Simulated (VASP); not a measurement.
Crystal: Pd.

```xyz
1
Lattice="0.0000 1.9465 1.9465 1.9465 0.0000 1.9465 1.9465 1.9465 0.0000" Properties=species:S:1:pos:R:3 pbc="T T T"
Pd    0.0000    0.0000    0.0000
```

```yaml
Program: VASP 6.6.1
Task: relaxation of cell and atoms
Functional: RPBE
Dispersion: D3(BJ)
Potentials_or_basis: VASP PAW PBE potentials, release 64 (Pd)
Cutoff: 600 eV
k_mesh: 12 × 12 × 12
Occupations: fermi-dirac, width 0.05 eV
Spin: no spin polarisation
```

At the start: pressure -30.3 GPa; volume 14.75 Å³/atom.

Q: Where does the relaxation end?

A: Over 5 steps the energy falls by 200.4 meV/atom and the volume is 12.91 Å³/atom (-12.5 %); space group Fm-3m (No. 225, to 0.05 Å).

The path:
| step | energy change (eV) | largest force (eV/Å) | pressure (GPa) | volume (Å³) |
| --- | --- | --- | --- | --- |
| 1 | 0.0000 | 0.0000 | -30.34 | 14.75 |
| 2 | 1.3649 | 0.0000 | 199.50 | 9.55 |
| 3 | -0.1977 | 0.0000 | -4.42 | 13.09 |
| 4 | -0.2000 | 0.0000 | -1.73 | 12.98 |
| 5 | -0.2004 | 0.0000 | 0.02 | 12.91 |

Final structure:
```
CELL_PARAMETERS angstrom
0.00000 1.86182 1.86182
1.86182 0.00000 1.86182
1.86182 1.86182 0.00000
ATOMIC_POSITIONS crystal
Pd 0.00000 0.00000 0.00000
```

Caveat: the PAW data sets were made with another functional, which shifts forces and pressure a little; the volume moved by -12 % from the deposited cell, more than functionals usually miss; pairwise dispersion overbinds metals, which lowers pressure and volume.
